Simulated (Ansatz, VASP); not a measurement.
SrOs in VASP and in Ansatz

Contents of INCAR:

```
SYSTEM = SrOs
PREC = Accurate
ENCUT = 520
EDIFF = 1E-7
ISMEAR = 0
SIGMA = 0.05
LREAL = .FALSE.
LASPH = .TRUE.
NELM = 80
ALGO = Normal
ISIF = 2
LWAVE = .FALSE.
LCHARG = .TRUE.
GGA = PE
LELF = .TRUE.
LVHAR = .TRUE.
NBANDS = 16
```

Contents of KPOINTS:

```
regular mesh
0
G
  10 10 10
  0 0 0
```

The input POSCAR:

```
SrOs
1.0
    3.6003672161      0.0000000000      0.0000000000
    0.0000000000      3.6003672161      0.0000000000
    0.0000000000      0.0000000000      3.6003672161
Sr Os
1 1
Direct
    0.0000000000      0.0000000000      0.0000000000
    0.5000000000      0.5333299335      0.5000000000
```

Input for Ansatz:

```yaml
crystal:
  lattice:
    - [3.6003672161, 0.0, 0.0]
    - [0.0, 3.6003672161, 0.0]
    - [0.0, 0.0, 3.6003672161]
  atoms:
    - { symbol: Sr, position: [0.0, 0.0, 0.0] }
    - { symbol: Os, position: [0.5, 0.5333299335, 0.5] }
basis:
  ecutwfc: 420
  ecutrho_ratio: 4
kpoints:
  mp_grid: { grid: [10, 10, 10] }
hamiltonian:
  xc: pbe
scf:
  occupations: { method: gaussian, width: 0.05 }
output:
  forces: true
  stress: true
  eigenvalues: true
  write_density: true
  write_potential: true
  elf: true
  volumetric_format: npy
```

Alike in both runs: task single point; functional PBE; k mesh 10 × 10 × 10; occupations gaussian, width 0.05 eV; no spin polarisation.

|  | VASP | Ansatz |
| --- | --- | --- |
| version | VASP 6.6.1 | Ansatz 0.2.0 |
| potentials or method | VASP PAW PBE potentials, release 64 (Sr_sv, Os), cutoff 520 eV | scalar-relativistic, plane waves, PAW |
| valence electrons in the cell | 18 | 26 |

Ansatz gave:

| Property | Result |
| --- | --- |
| gap on the k mesh at the Fermi level (eV) | none |
| pressure (GPa) | 0.3 |
| traceless stress, the component that is largest in VASP (GPa) | -0.37 |
| rms of the force components (eV/Å) | 0.338 |

Q: What did VASP give for the same quantities?

A: gap on the k mesh at the Fermi level (eV): none; pressure (GPa): 0.6; traceless stress, the component that is largest in VASP (GPa): -0.38; rms of the force components (eV/Å): 0.347.

Atom by atom the forces differ by 0.009 eV/Å (rms over components). A gap of «none» marks a metal or a gap that the smearing closes. With one functional, cell and mesh, what is left measures potentials, basis and numerics. VASP's potentials hold 18 valence electrons a cell and Ansatz's 26, so a difference there can come from the potentials and not from the codes.

Spin-orbit coupling is off throughout.
